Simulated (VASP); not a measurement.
The system is N.

```
CELL_PARAMETERS angstrom
5.81510 0.00000 0.00000
0.00000 5.81510 0.00000
0.00000 0.00000 5.81510
ATOMIC_POSITIONS crystal
N 0.06390 0.06390 0.06390
N 0.43610 0.93610 0.56390
N 0.56390 0.43610 0.93610
N 0.93610 0.56390 0.43610
N 0.95414 0.95414 0.95414
N 0.54586 0.04586 0.45414
N 0.45414 0.54586 0.04586
N 0.04586 0.45414 0.54586
```

```yaml
Program: VASP 6.6.1
Task: relaxation of cell and atoms
Functional: PBE
Potentials_or_basis: VASP PAW PBE potentials, release 64 (N)
Cutoff: 600 eV
k_mesh: 4 × 4 × 4
Occupations: gaussian, width 0.02 eV
Spin: no spin polarisation
```

At the start: pressure 1.3 GPa; volume 24.58 Å³/atom.

Problem. How do energy, volume and symmetry change on relaxing?

Solution. Over 15 steps the energy falls by 2.2 meV/atom and the volume is 26.05 Å³/atom (+6.0 %); space group P2_13 (No. 198, to 0.05 Å).

Step by step:
| step | energy change (eV) | largest force (eV/Å) | pressure (GPa) | volume (Å³) |
| --- | --- | --- | --- | --- |
| 1 | 0.0000 | 1.0459 | 1.34 | 196.64 |
| 2 | 2.5510 | 10.6352 | -13.50 | 202.53 |
| 3 | -0.0136 | 0.1751 | -0.10 | 197.00 |
| 4 | -0.0140 | 0.0377 | 0.06 | 196.95 |
| 5 | -0.0140 | 0.0170 | 0.09 | 196.95 |
| 6 | -0.0140 | 0.0164 | 0.11 | 196.94 |
| 7 | -0.0142 | 0.0130 | 0.11 | 197.27 |
| 8 | -0.0148 | 0.0144 | 0.08 | 198.25 |
| 9 | -0.0158 | 0.0357 | 0.03 | 200.22 |
| 10 | -0.0172 | 0.0714 | -0.05 | 204.21 |
| 11 | -0.0174 | 0.1156 | -0.15 | 212.34 |
| 12 | -0.0177 | 0.0869 | -0.09 | 208.21 |
| 13 | -0.0178 | 0.0184 | 0.02 | 208.45 |
| 14 | -0.0178 | 0.0169 | 0.00 | 208.44 |
| 15 | -0.0178 | 0.0059 | 0.00 | 208.42 |

Final structure:
```cif
data_structure
_symmetry_space_group_name_H-M 'P 1'
_symmetry_Int_Tables_number 1
_cell_length_a 5.9289
_cell_length_b 5.9289
_cell_length_c 5.9289
_cell_angle_alpha 90.000
_cell_angle_beta 90.000
_cell_angle_gamma 90.000
_cell_volume 208.42
loop_
_atom_site_label
_atom_site_type_symbol
_atom_site_fract_x
_atom_site_fract_y
_atom_site_fract_z
_atom_site_occupancy
N1 N 0.06213 0.06213 0.06213 1
N2 N 0.43787 0.93787 0.56213 1
N3 N 0.56213 0.43787 0.93787 1
N4 N 0.93787 0.56213 0.43787 1
N5 N 0.95380 0.95380 0.95380 1
N6 N 0.54620 0.04620 0.45380 1
N7 N 0.45380 0.54620 0.04620 1
N8 N 0.04620 0.45380 0.54620 1
```

Caveat: the standard files for N, O and F lose accuracy on very short bonds.
